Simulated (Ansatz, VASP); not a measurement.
# One calculation of Au, two programs

```
Au
1.0
     2.94010    0.00000    0.00000
     0.00000    2.94010    0.00000
     0.00000    0.00000   26.39480
Au
6
Direct
  0.25000 0.25000 0.30309
  0.75000 0.75000 0.38185
  0.25000 0.25000 0.46062
  0.75000 0.75000 0.53938
  0.25000 0.25000 0.61815
  0.75000 0.75000 0.69691
```

Alike in both runs: task single point; functional PBE; k mesh 12 × 12 × 1; occupations fermi-dirac, width 0.05 eV; no spin polarisation.

|  | VASP | Ansatz |
| --- | --- | --- |
| version | VASP 6.6.1 | Ansatz 0.2.0 |
| potentials or method | VASP PAW PBE potentials, release 64 (Au) | PAW with Ansatz's default frozen-core files, scalar-relativistic |
| plane-wave cutoff (eV) | 520 | 420 |
| valence electrons in the cell | 66 | 114 |

VASP gave:

| Item | Value |
| --- | --- |
| rms of the force components (eV/Å) | 0.046 |

Q: What did Ansatz give for the same quantities?

A: rms of the force components (eV/Å): 0.045.

Atom by atom the forces differ by 0.002 eV/Å (rms over components). The functional is the same, so the differences come from potentials, cutoffs and numerics. VASP's potentials hold 66 valence electrons a cell and Ansatz's 114, so a difference there can come from the potentials and not from the codes.

Spin-orbit coupling is off throughout.
